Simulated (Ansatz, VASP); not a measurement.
# One calculation of Al, two programs

INCAR

```
SYSTEM = Al
ALGO = Normal
DIPOL = 0.5 0.5 0.710
EDIFF = 1E-6
ENCUT = 400
GGA = PE
GGA_COMPAT = .FALSE.
IDIPOL = 3
ISIF = 2
ISMEAR = 1
LASPH = .TRUE.
LCHARG = .TRUE.
LDIPOL = .TRUE.
LELF = .TRUE.
LREAL = .FALSE.
LVACPOTAV = .TRUE.
LVHAR = .TRUE.
LWAVE = .FALSE.
NBANDS = 30
NELM = 120
NELMDL = -8
PREC = Accurate
SIGMA = 0.1
```

Contents of KPOINTS:

```
k-points
0
G
  9 9 1
  0 0 0
```

Contents of POSCAR:

```
Al
1.0
    2.5288423309      4.3800834014      0.0000000000
   -5.0576846618      0.0000000000      0.0000000000
    0.0000000000      0.0000000000     32.6249777586
Al
12
Direct
    0.3333333333      0.6666666667      0.6073102358
    0.6666666667      0.3333333333      0.5985247535
    0.0000000000      0.0000000000      0.6069654332
    0.6676723140      0.6602259032      0.6754079905
   -0.0074464108      0.3323276860      0.6754079905
    0.3397740968      0.0074464108      0.6754079905
    0.0029602486      0.6683155823      0.7452125524
    0.3316844177      0.3346446663      0.7452125524
    0.6653553337     -0.0029602486      0.7452125524
    0.3333333333      0.6666666667      0.8161478675
    0.6666666667      0.3333333333      0.8158234721
    0.0000000000      0.0000000000      0.8160935313
```

Input for Ansatz:

```yaml
crystal:
  lattice:
    - [2.5288423309, 4.3800834014, 0.0]
    - [-5.0576846618, 0.0, 0.0]
    - [0.0, 0.0, 32.6249777586]
  atoms:
    - { symbol: Al, position: [0.3333333333, 0.6666666667, 0.6073102358] }
    - { symbol: Al, position: [0.6666666667, 0.3333333333, 0.5985247535] }
    - { symbol: Al, position: [0.0, 0.0, 0.6069654332] }
    - { symbol: Al, position: [0.667672314, 0.6602259032, 0.6754079905] }
    - { symbol: Al, position: [-0.0074464108, 0.332327686, 0.6754079905] }
    - { symbol: Al, position: [0.3397740968, 0.0074464108, 0.6754079905] }
    - { symbol: Al, position: [0.0029602486, 0.6683155823, 0.7452125524] }
    - { symbol: Al, position: [0.3316844177, 0.3346446663, 0.7452125524] }
    - { symbol: Al, position: [0.6653553337, -0.0029602486, 0.7452125524] }
    - { symbol: Al, position: [0.3333333333, 0.6666666667, 0.8161478675] }
    - { symbol: Al, position: [0.6666666667, 0.3333333333, 0.8158234721] }
    - { symbol: Al, position: [0.0, 0.0, 0.8160935313] }
basis:
  ecutwfc: 420
kpoints:
  mp_grid: { grid: [9, 9, 1] }
hamiltonian:
  xc: pbe
  pseudopotentials: { kind: paw, azcp: { folder: soft_1 } }
scf:
  occupations: { method: methfessel_paxton, width: 0.1 }
  n_extra_bands: 14
  max_iter: 160
output:
  forces: true
  eigenvalues: true
efield:
  axis: 3
  dipole_correction: true
```

Alike in both runs: task single point; functional PBE; k mesh 9 × 9 × 1; occupations methfessel-paxton of order 1, width 0.1 eV; no spin polarisation.

|  | VASP | Ansatz |
| --- | --- | --- |
| version | VASP 6.6.1 | Ansatz 0.2.0 |
| potentials or method | VASP PAW PBE potentials, release 64 (Al), cutoff 400 eV | scalar-relativistic, plane waves, PAW |
| valence electrons in the cell | 36 | 36 |

```csv
,VASP,Ansatz,Ansatz less VASP
gap on the k mesh at the Fermi level (eV),none,none,-
rms of the force components (eV/Å),0.099,0.099,0.0000
```

Atom by atom the forces differ by 0.001 eV/Å (rms over components). A gap of «none» marks a metal or a gap that the smearing closes. With one functional, cell and mesh, what is left measures potentials, basis and numerics.
